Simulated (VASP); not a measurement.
# Al3Ga13N16: relaxation of volume and atoms at fixed shape with PBEsol

Al3Ga13N16:

```
CELL_PARAMETERS angstrom
8.95049 0.00000 0.00000
0.00000 8.95049 0.00000
0.00000 0.00000 8.95049
ATOMIC_POSITIONS crystal
Ga 0.99564 0.00119 0.99932
Ga 0.99677 0.50434 0.99991
Ga 0.99906 0.49984 0.49472
Ga 0.49837 0.99918 0.00060
Ga 0.50182 0.00020 0.49849
Ga 0.50121 0.49698 0.50006
Ga 0.24933 0.25254 0.99830
Ga 0.25153 0.24836 0.49991
Ga 0.24807 0.75274 0.00022
Ga 0.24609 0.74921 0.50187
Ga 0.74979 0.24802 0.00063
Ga 0.74653 0.24920 0.49869
Ga 0.75392 0.75134 0.99708
Ga 0.74881 0.75270 0.49189
Ga 0.24928 0.99930 0.24919
Ga 0.24819 0.99572 0.74789
Ga 0.25187 0.50059 0.24753
Ga 0.25074 0.50170 0.74852
Ga 0.75320 0.99899 0.24782
Ga 0.74716 0.00008 0.75267
Ga 0.75573 0.49809 0.25335
Ga 0.99875 0.25113 0.25062
Ga 0.99705 0.25060 0.74617
Ga 0.00250 0.75172 0.24720
Ga 0.49896 0.25392 0.24865
Ga 0.50145 0.74486 0.25023
Al 0.00128 0.99808 0.49849
Al 0.50145 0.50018 0.99860
Al 0.74589 0.50053 0.75034
Al 0.99637 0.75301 0.74938
Al 0.49850 0.24892 0.74947
Al 0.49883 0.74817 0.74858
N 0.12824 0.12279 0.12342
N 0.12610 0.12559 0.62405
N 0.12529 0.62479 0.12742
N 0.12300 0.62109 0.62126
N 0.62496 0.12640 0.12487
N 0.62185 0.12528 0.62650
N 0.62630 0.62394 0.12339
N 0.62185 0.62489 0.62729
N 0.37589 0.37481 0.12845
N 0.37825 0.37502 0.62836
N 0.37616 0.87080 0.12659
N 0.37712 0.87323 0.62211
N 0.87779 0.37330 0.13060
N 0.87767 0.37605 0.62450
N 0.87058 0.87496 0.13048
N 0.87103 0.87642 0.62107
N 0.37712 0.12366 0.37296
N 0.37467 0.12472 0.87294
N 0.37791 0.62474 0.37463
N 0.37398 0.62606 0.87144
N 0.87841 0.12805 0.37192
N 0.87552 0.12460 0.86938
N 0.87045 0.62152 0.38279
N 0.87492 0.62614 0.87388
N 0.12725 0.37283 0.37041
N 0.12054 0.37571 0.88233
N 0.12553 0.87675 0.37551
N 0.12720 0.87365 0.87216
N 0.62351 0.37480 0.37709
N 0.62304 0.37418 0.87809
N 0.62581 0.87549 0.37436
N 0.62385 0.88151 0.87267
```

```
Program                : VASP 6.6.1
Task                   : relaxation of volume and atoms at fixed shape
Functional             : PBEsol
Potentials or basis    : VASP PAW PBE potentials, release 64 (Ga_d, Al, N)
Cutoff                 : 700 eV
k mesh                 : 1 × 1 × 1, shifted
Occupations            : fermi-dirac, width 0.05 eV
Spin                   : no spin polarisation
Dipole correction      : no
Further INCAR settings : LREAL = Auto; ALGO = Normal; EDIFF = 1e-07; ISYM = -1; IBRION = 2; EDIFFG = -0.03; NSW = 100; ISIF = 8
```

| Quantity | Value |
| --- | --- |
| Relaxed volume | 11.18 Å³/atom |
| Relaxed cell | a = 8.945 Å, b = 8.945 Å, c = 8.945 Å, α = 90.00°, β = 90.00°, γ = 90.00° |
| Space group after relaxing (to 0.1 Å) | P1 (No. 1) |
| Energy gained by relaxing | 20.6 meV/atom |
| Ionic steps | 14 |
| Pressure after relaxing | 0.0 GPa |
| Largest force after relaxing | 0.023 eV/Å |
| Band gap on the k mesh | 3.34 eV |

Forces on the atoms (eV/Å):
```
Ga  -0.003  0.005  0.013
Ga   0.003 -0.006  0.005
Ga   0.002  0.003  0.003
Ga  -0.002  0.001  0.011
Ga  -0.001  0.006 -0.007
Ga  -0.003 -0.003 -0.011
Ga   0.002 -0.002  0.011
Ga   0.006 -0.001  0.002
Ga   0.009 -0.002  0.003
Ga  -0.004  0.004 -0.013
Ga  -0.008  0.004 -0.003
Ga   0.003 -0.006 -0.004
Ga   0.001  0.001  0.007
Ga   0.003  0.003  0.002
Ga   0.000  0.007  0.006
Ga   0.001  0.010 -0.001
Ga  -0.001 -0.006 -0.003
Ga   0.007 -0.004 -0.008
Ga  -0.010  0.007  0.008
Ga   0.006  0.007 -0.013
Ga  -0.003  0.003  0.004
Ga   0.005  0.000  0.000
Ga   0.007 -0.001 -0.003
Ga   0.006  0.006  0.006
Ga   0.003 -0.002  0.006
Ga   0.001  0.010 -0.008
Al   0.004  0.001 -0.012
Al  -0.005 -0.004  0.011
Al   0.006 -0.003  0.010
Al  -0.004 -0.011  0.002
Al   0.006  0.008 -0.001
Al  -0.003  0.000  0.000
N   -0.005  0.007  0.014
N    0.000 -0.014 -0.005
N    0.004  0.001 -0.001
N    0.001 -0.004 -0.002
N   -0.002 -0.008  0.014
N    0.011  0.001  0.007
N    0.004  0.001 -0.007
N    0.000  0.000 -0.019
N    0.006 -0.001 -0.006
N   -0.002 -0.001 -0.006
N   -0.010  0.011  0.004
N   -0.003 -0.005  0.003
N    0.005 -0.006 -0.002
N   -0.002  0.003  0.000
N    0.002 -0.015 -0.008
N   -0.004  0.003 -0.007
N   -0.007 -0.001 -0.022
N   -0.007 -0.004 -0.002
N    0.000  0.002  0.010
N   -0.002  0.000  0.015
N    0.002 -0.006 -0.001
N   -0.003  0.000  0.007
N   -0.004  0.002 -0.003
N   -0.009  0.001 -0.003
N   -0.012 -0.002 -0.004
N   -0.003 -0.001 -0.005
N   -0.002  0.001  0.003
N    0.005  0.003  0.005
N   -0.002 -0.001 -0.007
N    0.000  0.005  0.007
N   -0.001  0.002  0.003
N    0.004 -0.013 -0.002
```

Stress tensor (GPa, compression positive):
```
 0.01 -0.36 -0.37
-0.36  0.05 -0.37
-0.37 -0.37 -0.03
```

Step by step:
```tsv
step	energy change (eV)	largest force (eV/Å)	pressure (GPa)	volume (Å³)
1	0.0000	1.8611	0.27	717.04
2	-1.0335	1.0578	-0.73	718.96
3	-1.1053	0.6376	-0.66	718.57
4	-1.2504	0.3312	0.46	714.22
5	-1.2523	0.3170	0.34	714.66
6	-1.2974	0.1314	-0.06	716.06
7	-1.2990	0.1426	-0.14	716.37
8	-1.3096	0.0832	0.04	715.68
9	-1.3100	0.0946	0.08	715.52
10	-1.3141	0.0510	-0.01	715.90
11	-1.3145	0.0572	-0.05	716.04
12	-1.3162	0.0328	0.00	715.83
13	-1.3162	0.0355	0.02	715.81
14	-1.3170	0.0235	0.01	715.83
```

Final structure:
```xyz
64
Lattice="8.9455 0.0000 0.0000 0.0000 8.9455 0.0000 0.0000 0.0000 8.9455" Properties=species:S:1:pos:R:3 pbc="T T T"
Ga    8.9442    8.9364    8.9291
Ga    8.9351    4.4815    8.9241
Ga    8.9393    4.4771    4.4844
Ga    4.4721    8.9438    8.9251
Ga    4.4735    8.9432    4.4847
Ga    4.4781    4.4747    4.4923
Ga    2.2467    2.2409    8.9327
Ga    2.2354    2.2329    4.4810
Ga    2.2415    6.7029    8.9242
Ga    2.2302    6.7140    4.4846
Ga    6.6943    2.2501    8.9242
Ga    6.7078    2.2365    4.4845
Ga    6.6994    6.6951    8.9182
Ga    6.7117    6.7079    4.4928
Ga    2.2306    8.9419    2.2387
Ga    2.2341    8.9385    6.7004
Ga    2.2415    4.4730    2.2264
Ga    2.2469    4.4809    6.7109
Ga    6.7132    8.9454    2.2366
Ga    6.7063    8.9374    6.6998
Ga    6.7005    4.4748    2.2262
Ga    8.9418    2.2304    2.2375
Ga    8.9382    2.2375    6.6983
Ga    8.9429    6.7139    2.2372
Ga    4.4706    2.2435    2.2270
Ga    4.4744    6.6995    2.2266
Al    8.9399    8.9375    4.4785
Al    4.4758    4.4704    8.9163
Al    6.6922    4.4760    6.7103
Al    8.9336    6.7052    6.6993
Al    4.4761    2.2446    6.7105
Al    4.4747    6.6966    6.7079
N     1.1208    1.1163    1.1041
N     1.0887    1.0917    5.5638
N     1.1142    5.5935    1.1089
N     1.0972    5.6128    5.6197
N     5.5914    1.1175    1.1084
N     5.5655    1.1434    5.6189
N     5.5628    5.5593    1.0784
N     5.5934    5.5961    5.6440
N     3.3835    3.3855    1.0813
N     3.3745    3.3296    5.6168
N     3.3503    7.8275    1.1100
N     3.3838    7.7961    5.6184
N     7.8240    3.3543    1.1091
N     7.7941    3.3854    5.6191
N     7.8165    7.8185    1.1037
N     7.8772    7.8304    5.5928
N     3.3565    1.1175    3.3537
N     3.3763    1.1421    7.7909
N     3.3520    5.5898    3.3624
N     3.4084    5.5932    7.8216
N     7.8480    1.0939    3.3874
N     7.8192    1.1181    7.8211
N     7.8193    5.5901    3.3525
N     7.8211    5.5887    7.7621
N     1.1188    3.3582    3.3573
N     1.1180    3.3549    7.8177
N     1.0930    7.8514    3.3815
N     1.0912    7.7939    7.7914
N     5.5905    3.3555    3.3571
N     5.5628    3.3833    7.7909
N     5.5920    7.8208    3.3572
N     5.5633    7.8010    7.7901
```

Levels at points of the mesh, in eV from the valence-band top:
```tsv
k point	band 255	band 256	band 257	band 258	band 259	band 260	band 261	band 262
(0.25, 0.25, 0.25)	-0.39	-0.34	-0.01	0.00	3.34	4.11	4.12	4.12
```

It took 49 min on 4 MPI ranks on Intel(R) Xeon(R) Platinum 8259CL CPU @ 2.50GHz (Skylake/Cascade Lake) (shared host), peak memory 0.46 GiB a rank.

Caveat: the PAW data sets were made with another functional, which shifts forces and pressure a little; a shifted mesh leaves out Γ, where band edges can lie. A k mesh can miss the band edges.
